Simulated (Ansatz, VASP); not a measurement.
**WS2: VASP beside Ansatz**

INCAR

```
  PREC = Accurate
  ENCUT = 520
  EDIFF = 1E-6
  ISMEAR = -1
  SIGMA = 0.05
  LREAL = False
  LASPH = True
  NELM = 80
  ALGO = Normal
  ISIF = 2
  LWAVE = False
  LCHARG = False
  GGA = PE
  NBANDS = 20
```

The input KPOINTS:

```
regular mesh
0
Gamma
  10 10 10
```

POSCAR

```
WS2
1.0
    1.5997786986      0.9236326623      6.2444391255
   -1.5997786986      0.9236326623      6.2444391255
    0.0000000000     -1.8472653246      6.2444391255
W S
1 2
Direct
    0.0000000000      0.0000000000      0.0000000000
    0.5810000000      0.5810000000      0.5810000000
    0.7503000000      0.7503000000      0.7503000000
```

input.yaml

```yaml
crystal:
  lattice:
    - [1.5997786986, 0.9236326623, 6.2444391255]
    - [-1.5997786986, 0.9236326623, 6.2444391255]
    - [0.0, -1.8472653246, 6.2444391255]
  atoms:
    - { symbol: W, position: [0.0, 0.0, 0.0] }
    - { symbol: S, position: [0.581, 0.581, 0.581] }
    - { symbol: S, position: [0.7503, 0.7503, 0.7503] }
kpoints:
  mp_grid: { grid: [10, 10, 10] }
scf:
  occupations: { method: fermi_dirac, width: 0.05 }
hamiltonian:
  xc: pbe
  pseudopotentials: { kind: all_electron, lapw: { basis_error: 0.001 } }
output:
  forces: true
  stress: true
  eigenvalues: true
```

Change from the starting cell: volume scaled by 1.04.

Alike in both runs: task single point; functional PBE; k mesh 10 × 10 × 10; occupations fermi-dirac, width 0.05 eV; no spin polarisation.

|  | VASP | Ansatz |
| --- | --- | --- |
| version | VASP 6.6.1 | Ansatz 0.2.0 |
| potentials or method | VASP PAW PBE potentials, release 64 (W_sv, S), cutoff 520 eV | all-electron LAPW, scalar-relativistic |

Ansatz gave:

* gap on the k mesh at the Fermi level (eV): 1.10
* least direct gap on the mesh (eV): 2.12
* pressure (GPa): -1.7
* rms of the force components (eV/Å): 0.313

What did VASP give for the same quantities?

gap on the k mesh at the Fermi level (eV): 1.11; least direct gap on the mesh (eV): 2.13; pressure (GPa): -1.8; rms of the force components (eV/Å): 0.313.

Atom by atom the forces differ by 0.001 eV/Å (rms over components). Ansatz ran all-electron here, and VASP with PAW potentials.

Spin-orbit coupling is off throughout.
